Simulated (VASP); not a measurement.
# Sb in VASP: a series of runs

The runs below take Sb through single point, relaxation of cell and atoms, with PBE.

Program: VASP 6.6.1. These are calculated values, not measurements. Logs are shortened: lines on timing, memory, paths and dates and some standing lists are left out, and cuts for length are marked.

### Step 1. The cell of the first run

The structure is tetragonal, space group P4/mmm (No. 123). The conventional cell has a = 3.093 Å, b = 3.093 Å, c = 3.187 Å, α = 90.00°, β = 90.00°, γ = 90.00°. Sb (site symmetry 4/mmm) has 6 Sb at 3.09 to 3.19 Å within 4.1 Å.

### Step 2. Single point, PBE

The input, INCAR:

```
SYSTEM = Sb
PREC = Accurate
ENCUT = 520
EDIFF = 1E-6
ISMEAR = 0
SIGMA = 0.1
LREAL = .FALSE.
LASPH = .TRUE.
NELM = 100
ALGO = Normal
ISIF = 2
LWAVE = .FALSE.
LCHARG = .FALSE.
GGA = PE
NBANDS = 8
```

The input, KPOINTS:

```
Automatic mesh
0
G
  6 6 6
  0 0 0
```

The input, POSCAR:

```
Sb
1.0
    3.0934049367      0.0000000000      0.0000000000
    0.0000000000      3.0934049367      0.0000000000
    0.0000000000      0.0000000000      3.1868007093
Sb
1
Direct
    0.5000000000      0.5000000000      0.5000000000
```

Potentials or basis: VASP PAW PBE potentials, release 64 (Sb).

The run is started by

```
> cat potpaw_PBE.64/Sb/POTCAR > POTCAR
> mpirun -np 1 vasp_std > vasp.out
```

OUTCAR:

```text
SYSTEM = Sb
   PREC = Accurate
   ENCUT = 520
   EDIFF = 1E-6
   ISMEAR = 0
   LREAL = .FALSE.
   LASPH = .TRUE.
   NELM = 100
   ISIF = 2
   GGA = PE

 ion  position               nearest neighbor table
   1  0.500  0.500  0.500-

  LATTYP: Found a simple tetragonal cell.
 ALAT       =     3.0934049367
 C/A-ratio  =     1.0301919000

  Lattice vectors:

 A1 = (   3.0934049367,   0.0000000000,   0.0000000000)
 A2 = (   0.0000000000,   3.0934049367,   0.0000000000)
 A3 = (   0.0000000000,   0.0000000000,   3.1868007093)

Analysis of symmetry for initial positions (statically):
=====================================================================
 Subroutine PRICEL returns:
 Original cell was already a primitive cell.

 Routine SETGRP: Setting up the symmetry group for a
 simple tetragonal supercell.

 Subroutine GETGRP returns: Found 16 space group operations
 (whereof 16 operations were pure point group operations)
 out of a pool of 16 trial point group operations.

The static configuration has the point symmetry D_4h.

Analysis of symmetry for dynamics (positions and initial velocities):
=====================================================================
 Subroutine PRICEL returns:
 Original cell was already a primitive cell.

 Routine SETGRP: Setting up the symmetry group for a
 simple tetragonal supercell.

 Subroutine GETGRP returns: Found 16 space group operations
 (whereof 16 operations were pure point group operations)
 out of a pool of 16 trial point group operations.

The dynamic configuration has the point symmetry D_4h.

 Subroutine INISYM returns: Found 16 space group operations
 (whereof 16 operations are pure point group operations),
 and found     1 'primitive' translations

----------------------------------------------------------------------------------------

                                     Primitive cell

  volume of cell :      30.4950

  direct lattice vectors                    reciprocal lattice vectors
     3.093404937  0.000000000  0.000000000     0.323268379  0.000000000  0.000000000
     0.000000000  3.093404937  0.000000000     0.000000000  0.323268379  0.000000000
     0.000000000  0.000000000  3.186800709     0.000000000  0.000000000  0.313794332

  length of vectors
     3.093404937  3.093404937  3.186800709     0.323268379  0.323268379  0.313794332

  position of ions in fractional coordinates (direct lattice)
     0.500000000  0.500000000  0.500000000

  ion indices of the primitive-cell ions
[... 77 lines left out ...]
   NSW    =      0    number of steps for IOM
   IBRION =     -1    ionic relax: 0-MD 1-quasi-New 2-CG
   NFREE  =      0    steps in history (QN), initial steepest desc. (CG)
   ISIF   =      2    stress and relaxation
   ISYM   =      2    0-nonsym 1-usesym 2-fastsym
   POTIM  = 0.5000    time-step for ionic-motion
   TEBEG  =    0.0;   TEEND  =   0.0 temperature during run
   PSTRESS=    0.0 pullay stress
   NELECT =       5.0000    total number of electrons
   NUPDOWN=      -1.0000    fix difference up-down
   EMIN   =  10.00;   EMAX   =-10.00  energy-range for DOS
   EFERMI =   0.00;   METHOD = LEGACY
   ISMEAR =     0;   SIGMA  =   0.10  broadening in eV -4-tet -1-fermi 0-gaus
   EFERMI_NEDOS =   21; number of points for ismear=-14 and -15
   IALGO  =     38    algorithm
   IMIX   =      4    mixing-type and parameters
     AMIX     =   0.40;   BMIX     =  1.00
     AMIX_MAG =   1.60;   BMIX_MAG =  1.00
  volume/ion in A,a.u.               =      30.49       205.79
  Fermi-wavevector in a.u.,A,eV,Ry     =   0.896029  1.693249 10.923679  0.802868
  Thomas-Fermi vector in A             =   2.018436
   LORBIT       =      0    0 simple, 1 ext, 2 COOP (PROOUT), +10 PAW based schemes
   GGA     = PE    functional components
   LHFCALC =     F    Hartree Fock is set to
   AEXX    =    0.0000 exact exchange contribution
   IVDW    =     0    specifies the selected vdW correction
   LEPSILON=     F    determine dielectric tensor
   LRPA    =     F    only Hartree local field effects (RPA)
 non-spin polarized calculation
 Gauss-broadening in eV      SIGMA  =   0.10
  energy-cutoff  :      520.00
  volume of cell :       30.49
 maximum number of plane-waves:       848
 NGX is ok and might be reduce to    24

 number of electron       4.9999999 magnetization

 Free energy of the ion-electron system (eV)
  ---------------------------------------------------
  ext. energy  EPLUGINS =         0.00000000
  ---------------------------------------------------
  free energy    TOTEN  =        -4.12006318 eV

  energy without entropy =       -4.11608192  energy(sigma->0) =       -4.11807255

 E-fermi :   7.0789     XC(G=0):  -9.5235

 val. band max:        7.0694428654   @ k =   0.1667   0.0000   0.0000
 cond. band min:       7.1070049136   @ k =   0.5000   0.3333   0.3333
 fundamental gap:      0.0375620483
 Fermi energy:         7.0789186834

 k-point     1 :       0.0000    0.0000    0.0000
  band No.  band energies     occupation
      1      -5.3564      2.00000
      2       9.5468      0.00000
      3      10.3505      0.00000
      4      10.3505      0.00000
      5      13.4807      0.00000
      6      13.9515      0.00000
      7      15.1114      0.00000
      8      24.2652      0.00000
[... 243 lines left out ...]
 k-point    24 :       0.5000    0.0000    0.3333
  band No.  band energies     occupation
      1      -1.5079      2.00000
      2       2.6035      2.00000
      3       5.3265      2.00000
      4      10.4666      0.00000
      5      13.6068      0.00000
      6      18.3553      0.00000
      7      19.3554      0.00000
      8      19.5175      0.00000

 [... further k-points ...]

------------------------ aborting loop because EDIFF is reached ----------------------------------------

  FORCE on cell =-STRESS in cart. coord.  units (eV):
  Direction    XX          YY          ZZ          XY          YZ          ZX
  --------------------------------------------------------------------------------------
  -------------------------------------------------------------------------------------
  Total       -0.0310599     -0.0310599     -0.0194578      0.0000000      0.0000000     -0.0000000
  in kB       -1.6318566     -1.6318566     -1.0222920      0.0000000      0.0000000     -0.0000000
  external PRESSURE =      -1.4286684 kB  Pullay stress =       0.0000000 kB

 VOLUME and BASIS-vectors are now :
 -----------------------------------------------------------------------------
  energy-cutoff  :      520.00
  volume of cell :       30.49
      direct lattice vectors                 reciprocal lattice vectors
     3.093404937  0.000000000  0.000000000     0.323268379  0.000000000  0.000000000
     0.000000000  3.093404937  0.000000000     0.000000000  0.323268379  0.000000000
     0.000000000  0.000000000  3.186800709     0.000000000  0.000000000  0.313794332

 POSITION                                       TOTAL-FORCE (eV/Angst)
 -----------------------------------------------------------------------------------
      1.54670      1.54670      1.59340         0.000000      0.000000      0.000000
 -----------------------------------------------------------------------------------
    total drift:                               -0.000000     -0.000000     -0.000000

  FREE ENERGIE OF THE ION-ELECTRON SYSTEM (eV)
  ---------------------------------------------------
  free  energy   TOTEN  =        -4.1200631825 eV

  energy  without entropy=       -4.1160819151  energy(sigma->0) =       -4.11807255
```

OSZICAR:

```text
N       E                     dE             d eps       ncg     rms          rms(c)
DAV:   1     0.953337441257E+01    0.95334E+01   -0.17372E+03   640   0.424E+02
DAV:   2    -0.392077729645E+01   -0.13454E+02   -0.12781E+02   920   0.575E+01
DAV:   3    -0.411401370404E+01   -0.19324E+00   -0.19252E+00   696   0.939E+00
DAV:   4    -0.411500054479E+01   -0.98684E-03   -0.98682E-03  1000   0.787E-01
DAV:   5    -0.411500593964E+01   -0.53948E-05   -0.53954E-05   784   0.370E-02    0.187E+00
DAV:   6    -0.411794475258E+01   -0.29388E-02   -0.71200E-04   864   0.188E-01    0.112E+00
DAV:   7    -0.411999776980E+01   -0.20530E-02   -0.18195E-03   688   0.292E-01    0.748E-02
DAV:   8    -0.412005893483E+01   -0.61165E-04   -0.74993E-05   912   0.579E-02    0.547E-03
DAV:   9    -0.412006225410E+01   -0.33193E-05   -0.29768E-06   816   0.106E-02    0.213E-03
DAV:  10    -0.412006318251E+01   -0.92841E-06   -0.87699E-07   768   0.513E-03
   1 F= -.41200632E+01 E0= -.41180725E+01  d E =-.398127E-02
```

stdout:

```text
POSCAR found type information on POSCAR Sb
 POSCAR found :  1 types and       1 ions
 scaLAPACK will be used
 LDA part: xc-table for (Slater+PW92), standard interpolation
 POSCAR, INCAR and KPOINTS ok, starting setup
 FFT: planning ... GRIDC
 FFT: planning ... GRID_SOFT
 FFT: planning ... GRID
 WAVECAR not read
 entering main loop
```

Run time: 15 s. Hardware: 1 thread of AMD EPYC 7R13, shared host; peak memory 0.11 GiB.

Results:

* Free energy: -4.1201 eV
* Pressure: -0.1 GPa

Caveat: spin-orbit coupling is left out, which moves the levels of the heavy elements.

### Step 3. Relaxation of cell and atoms, PBE

This run uses another cell than the first one, of 30.25 Å³/atom, 0.992 times its volume.

The input, INCAR:

```
PREC = Accurate
ENCUT = 600
EDIFF = 1E-6
ISMEAR = 0
SIGMA = 0.1
LREAL = F
LASPH = T
NELM = 80
ALGO = Normal
ISIF = 3
LWAVE = F
LCHARG = F
GGA = PE
IBRION = 2
NSW = 90
EDIFFG = -0.04
```

The input, KPOINTS:

```
regular mesh
0
Gamma
  6 6 6
```

The input, POSCAR:

```
Sb
1.0
    3.0413240741      0.0000000000      0.0000000000
    0.0000000000      3.0413240741      0.0000000000
    0.0000000000      0.0000000000      3.2704607901
Sb
1
Direct
    0.5000000000      0.5000000000      0.5000000000
```

Potentials or basis: VASP PAW PBE potentials, release 64 (Sb).

The run is started by

```
> cat potpaw_PBE.64/Sb/POTCAR > POTCAR
> mpirun -np 1 vasp_std > vasp.out
```

Wall time 38 s (1 thread of AMD EPYC 7R13, shared host); peak memory 0.12 GiB.

Results (log left out):

```
Free energy                            : -4.1201 eV
Relaxed volume                         : 30.51 Å³/atom
Relaxed cell                           : a = 3.093 Å, b = 3.093 Å, c = 3.189 Å, α = 90.00°, β = 90.00°, γ = 90.00°
Space group after relaxing (to 0.05 Å) : P4/mmm (No. 123)
Energy gained by relaxing              : 7.2 meV/atom
Ionic steps                            : 5
Pressure after relaxing                : -0.1 GPa
```

Step by step:
| step | energy change (eV) | largest force (eV/Å) | pressure (GPa) | volume (Å³) |
| --- | --- | --- | --- | --- |
| 1 | 0.0000 | 0.0000 | 0.21 | 30.25 |
| 2 | -0.0056 | 0.0000 | 0.14 | 30.41 |
| 3 | -0.0071 | 0.0000 | -0.22 | 30.53 |
| 4 | -0.0072 | 0.0000 | -0.13 | 30.50 |
| 5 | -0.0072 | 0.0000 | -0.15 | 30.51 |

Final structure:
```
Sb
1.0
     3.09276    0.00000    0.00000
     0.00000    3.09276    0.00000
     0.00000    0.00000    3.18932
Sb
1
Direct
  0.50000 0.50000 0.50000
```

Levels at points of the mesh, in eV from the Fermi level:
```tsv
k point	band 1	band 2	band 3	band 4	band 5	band 6
(0.00, 0.00, 0.00)	-12.43	2.45	3.28	3.28	6.39	6.88
(0.50, 0.00, 0.00)	-9.96	-5.67	4.48	5.33	8.69	10.09
(0.50, 0.50, 0.00)	-7.33	-3.60	-3.60	2.09	6.54	12.30
(0.00, 0.00, 0.50)	-10.34	-5.58	5.01	5.01	8.72	10.63
(0.50, 0.00, 0.50)	-7.75	-3.88	-3.46	2.03	7.09	12.54
(0.50, 0.50, 0.50)	-4.86	-1.94	-1.94	-1.47	4.48	4.74
```

Caveat: spin-orbit coupling is left out, which moves the levels of the heavy elements.

### Step 4. Single point, PBE

This run uses another cell than the first one: it holds 4 atoms, not 1.

The input, INCAR:

```
SYSTEM = Sb
  PREC = Accurate
  ENCUT = 520
  EDIFF = 1E-6
  ISMEAR = 0
  SIGMA = 0.1
  LREAL = .False.
  LASPH = .True.
  NELM = 80
  ALGO = Normal
  ISIF = 2
  LWAVE = .False.
  LCHARG = .True.
  GGA = PE
  LELF = .True.
  LVHAR = .True.
  NBANDS = 18
```

The input, KPOINTS:

```
regular mesh
0
Gamma
  4 4 4
  0 0 0
```

The input, POSCAR:

```
Sb
1.0
    6.0826481482      0.0000000000      0.0000000000
    0.0000000000      6.0826481482      0.0000000000
    0.0000000000      0.0000000000      3.2704607901
Sb
4
Direct
    0.2502710104      0.2508857836      0.5000000000
    0.7497289896      0.7491142164      0.5000000000
    0.7491142164      0.2502710104      0.5000000000
    0.2508857836      0.7497289896      0.5000000000
```

Potentials or basis: VASP PAW PBE potentials, release 64 (Sb).

The run is started by

```
> cat potpaw_PBE.64/Sb/POTCAR > POTCAR
> mpirun -np 1 vasp_std > vasp.out
```

OUTCAR:

```text
SYSTEM = Sb
   PREC = Accurate
   ENCUT = 520
   EDIFF = 1E-6
   ISMEAR = 0
   LREAL = .False.
   LASPH = .True.
   NELM = 80
   ISIF = 2
   GGA = PE

 ion  position               nearest neighbor table
   1  0.250  0.251  0.500-   3 3.03   4 3.03   4 3.05   3 3.05
   2  0.750  0.749  0.500-   3 3.03   4 3.03   4 3.05   3 3.05
   3  0.749  0.250  0.500-   1 3.03   2 3.03   1 3.05   2 3.05
   4  0.251  0.750  0.500-   1 3.03   2 3.03   1 3.05   2 3.05

  LATTYP: Found a simple tetragonal cell.
 ALAT       =     6.0826481482
 C/A-ratio  =     0.5376705524

  Lattice vectors:

 A1 = (   6.0826481482,   0.0000000000,   0.0000000000)
 A2 = (   0.0000000000,   6.0826481482,   0.0000000000)
 A3 = (   0.0000000000,   0.0000000000,   3.2704607901)

Analysis of symmetry for initial positions (statically):
=====================================================================
 Subroutine PRICEL returns:
 Original cell was already a primitive cell.

 Routine SETGRP: Setting up the symmetry group for a
 simple tetragonal supercell.

 Subroutine GETGRP returns: Found  8 space group operations
 (whereof  8 operations were pure point group operations)
 out of a pool of 16 trial point group operations.

The static configuration has the point symmetry C_4h.

Analysis of symmetry for dynamics (positions and initial velocities):
=====================================================================
 Subroutine PRICEL returns:
 Original cell was already a primitive cell.

 Routine SETGRP: Setting up the symmetry group for a
 simple tetragonal supercell.

 Subroutine GETGRP returns: Found  8 space group operations
 (whereof  8 operations were pure point group operations)
 out of a pool of 16 trial point group operations.

The dynamic configuration has the point symmetry C_4h.

[... 112 lines left out ...]
   IALGO  =     38    algorithm
   IMIX   =      4    mixing-type and parameters
     AMIX     =   0.40;   BMIX     =  1.00
     AMIX_MAG =   1.60;   BMIX_MAG =  1.00
  volume/ion in A,a.u.               =      30.25       204.14
  Fermi-wavevector in a.u.,A,eV,Ry     =   0.898435  1.697796 10.982428  0.807186
  Thomas-Fermi vector in A             =   2.021144
   LORBIT       =      0    0 simple, 1 ext, 2 COOP (PROOUT), +10 PAW based schemes
   GGA     = PE    functional components
   LHFCALC =     F    Hartree Fock is set to
   AEXX    =    0.0000 exact exchange contribution
   IVDW    =     0    specifies the selected vdW correction
   LEPSILON=     F    determine dielectric tensor
   LRPA    =     F    only Hartree local field effects (RPA)
 non-spin polarized calculation
 Gauss-broadening in eV      SIGMA  =   0.10
  energy-cutoff  :      520.00
  volume of cell :      121.00
 maximum number of plane-waves:      3280
 NGX is ok and might be reduce to    48

 number of electron      19.9999997 magnetization

 Free energy of the ion-electron system (eV)
  ---------------------------------------------------
  ext. energy  EPLUGINS =         0.00000000
  ---------------------------------------------------
  free energy    TOTEN  =       -15.98679781 eV

  energy without entropy =      -15.98182078  energy(sigma->0) =      -15.98430930

 E-fermi :   6.8618     XC(G=0):  -9.5679

 val. band max:        6.5619137054   @ k =   0.5000   0.5000   0.2500
 cond. band min:       6.8807205351   @ k =   0.0000   0.0000   0.2500
 fundamental gap:      0.3188068297
 Fermi energy:         6.8617977733

 k-point     1 :       0.0000    0.0000    0.0000
  band No.  band energies     occupation
      1      -5.3750      2.00000
      2      -2.6920      2.00000
      3      -2.6920      2.00000
      4       0.2022      2.00000
      5       1.3794      2.00000
      6       1.3795      2.00000
[... 355 lines left out ...]
      5       3.3403      2.00000
      6       3.3636      2.00000
[... 10 lines left out ...]
     17      12.8875      0.00000
     18      12.8929      0.00000

------------------------ aborting loop because EDIFF is reached ----------------------------------------

  FORCE on cell =-STRESS in cart. coord.  units (eV):
  Direction    XX          YY          ZZ          XY          YZ          ZX
  --------------------------------------------------------------------------------------
  -------------------------------------------------------------------------------------
  Total        0.0531367      0.0531367     -0.0115631      0.0000000     -0.0000000      0.0000000
  in kB        0.7035763      0.7035763     -0.1531060      0.0000001     -0.0000000      0.0000000
  external PRESSURE =       0.4180156 kB  Pullay stress =       0.0000000 kB

 VOLUME and BASIS-vectors are now :
 -----------------------------------------------------------------------------
  energy-cutoff  :      520.00
  volume of cell :      121.00
      direct lattice vectors                 reciprocal lattice vectors
     6.082648148  0.000000000  0.000000000     0.164402079  0.000000000  0.000000000
     0.000000000  6.082648148  0.000000000     0.000000000  0.164402079  0.000000000
     0.000000000  0.000000000  3.270460790     0.000000000  0.000000000  0.305767311

 POSITION                                       TOTAL-FORCE (eV/Angst)
 -----------------------------------------------------------------------------------
      1.52231      1.52605      1.63523        -0.029150     -0.030367     -0.000000
      4.56034      4.55660      1.63523         0.029150      0.030367      0.000000
      4.55660      1.52231      1.63523         0.030367     -0.029150      0.000000
      1.52605      4.56034      1.63523        -0.030367      0.029150      0.000000
 -----------------------------------------------------------------------------------
    total drift:                               -0.000000     -0.000000      0.000000

  FREE ENERGIE OF THE ION-ELECTRON SYSTEM (eV)
  ---------------------------------------------------
  free  energy   TOTEN  =       -15.9867978146 eV

  energy  without entropy=      -15.9818207774  energy(sigma->0) =      -15.98430930
```

stdout:

```text
POSCAR found type information on POSCAR Sb
 POSCAR found :  1 types and       4 ions
 scaLAPACK will be used
 LDA part: xc-table for (Slater+PW92), standard interpolation
 POSCAR, INCAR and KPOINTS ok, starting setup
 FFT: planning ... GRIDC
 FFT: planning ... GRID_SOFT
 FFT: planning ... GRID
 WAVECAR not read
 entering main loop
```

Wall time 91 s (1 thread of AMD EPYC 7R13, shared host); peak memory 0.19 GiB.

What came out:

```
Free energy            : -15.9868 eV
Pressure               : 0.0 GPa
Largest force          : 0.042 eV/Å
Band gap on the k mesh : zero (band 10 reaches 9.30 eV, above the bottom of band 11 at 5.01 eV)
```

Forces on the atoms (eV/Å):
```
Sb  -0.029 -0.030  0.000
Sb   0.029  0.030  0.000
Sb   0.030 -0.029  0.000
Sb  -0.030  0.029  0.000
```

Caveat: the k points lie up to 0.48 Å⁻¹ apart; spin-orbit coupling is left out, which moves the levels of the heavy elements.

### Step 5. Summary

| task | cell | k mesh | cutoff (eV) | gap on the mesh (eV) | pressure (GPa) |
| --- | --- | --- | --- | --- | --- |
| single point | a = 3.093, b = 3.093, c = 3.187 Å, 1 atom | 6 × 6 × 6 | 520 | none | -0.1 |
| relaxation of cell and atoms | relaxed from a = 3.041, b = 3.041, c = 3.270 Å, 1 atom | 6 × 6 × 6 | 600 | none | -0.1 |
| single point | a = 6.083, b = 6.083, c = 3.270 Å, 4 atoms | 4 × 4 × 4 | 520 | none | 0.0 |

Alike in all rows: level PBE; potentials or basis VASP PAW PBE potentials, release 64 (Sb); no spin polarisation; smearing gaussian 0.1 eV.

Caveats: some runs use coarse meshes; spin-orbit coupling is left out, which moves the levels of the heavy elements.

Absolute energies hang on the potentials; compare differences alone.
